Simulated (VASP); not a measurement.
Input of a VASP 6.6.1 run:

INCAR

```
SYSTEM = WS2
  PREC = Accurate
  ENCUT = 520
  EDIFF = 1E-8
  ISMEAR = -1
  SIGMA = 0.08
  LREAL = .False.
  LASPH = .True.
  NELM = 60
  ALGO = Normal
  ISIF = 2
  LWAVE = .False.
  LCHARG = .False.
  LEFG = .True.
  NBANDS = 20
```

The input KPOINTS:

```
Automatic mesh
0
Gamma
  13 13 13
  0 0 0
```

Contents of POSCAR:

```
WS2
1.0
    1.5632103805      0.9025199339      6.1633300000
   -1.5632103805      0.9025199339      6.1633300000
    0.0000000000     -1.8050398679      6.1633300000
W S
1 2
Direct
    0.0000000000      0.0000000000      0.0000000000
    0.7503000000      0.7503000000      0.7503000000
    0.5810000000      0.5810000000      0.5810000000
```

Potentials or basis: VASP PAW LDA potentials, release 64 (W_sv, S).

Run with:

```console
$ cat potpaw_LDA.64/W_sv/POTCAR potpaw_LDA.64/S/POTCAR > POTCAR
$ mpirun -np 1 vasp_std > vasp.out
```

Task: Predict the pressure.

Result: 0.0 GPa.

Task: What does it give for the band gap on the k mesh?

Result: 1.02 eV, indirect (least direct gap 2.22 eV).

Electric field gradients, principal values (V/Å²):
| atom | least | middle | greatest (by size) |
| --- | --- | --- | --- |
| 1 W | 78.765 | 78.765 | -157.529 |
| 2 S | 24.664 | 24.664 | -49.328 |
| 3 S | 20.686 | 20.686 | -41.373 |

Caveat: the cell differs from its parent crystal (equal xx and yy strain of -1 %); without QUAD_EFG the Cq values of the log hold for a quadrupole moment of 1 mb, not for the nuclei; spin-orbit coupling is left out, which moves the levels of the heavy elements. A k mesh can miss the band edges.
